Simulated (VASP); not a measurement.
The system is CsBe3Ag.

```
Cs Be Ag
1.0
     4.31875    0.00000    0.00000
     0.00000    4.31875    0.00000
     0.00000    0.00000    4.31875
Cs Be Ag
1 3 1
Direct
  0.00000 0.00000 0.00000
  0.00000 0.50000 0.50000
  0.50000 0.00000 0.50000
  0.50000 0.50000 0.00000
  0.50000 0.50000 0.50000
```

The cell was generated, and may not be a known phase.

```yaml
Program: VASP 6.6.1
Task: relaxation of cell and atoms
Functional: PBE
Potentials_or_basis: VASP PAW PBE potentials, release 64 (Cs_sv, Be, Ag)
Cutoff: 600 eV
k_mesh: 4 × 4 × 4
Occupations: gaussian, width 0.1 eV
Spin: no spin polarisation
```

At the start: pressure 20.8 GPa; volume 16.11 Å³/atom.

Q: How do energy, volume and symmetry change on relaxing?

A: Over 3 steps the energy falls by 246.6 meV/atom and the volume is 20.83 Å³/atom (+29.3 %); space group Pm-3m (No. 221, to 0.1 Å) before and after.

Step by step:
```
step  energy change (eV)  largest force (eV/Å)  pressure (GPa)  volume (Å³)
   1              0.0000                0.0000           20.76        80.55
   2             -1.2223                0.0000           -1.17       107.41
   3             -1.2331                0.0000            0.15       104.17
```

Final structure:
```
Cs Be Ag
1.0
     4.70522    0.00000    0.00000
     0.00000    4.70522    0.00000
     0.00000    0.00000    4.70522
Cs Be Ag
1 3 1
Direct
  0.00000 0.00000 0.00000
  0.00000 0.50000 0.50000
  0.50000 0.00000 0.50000
  0.50000 0.50000 0.00000
  0.50000 0.50000 0.50000
```

Caveat: the volume moved by over 15 % at a fixed basis, so the end points are rough.
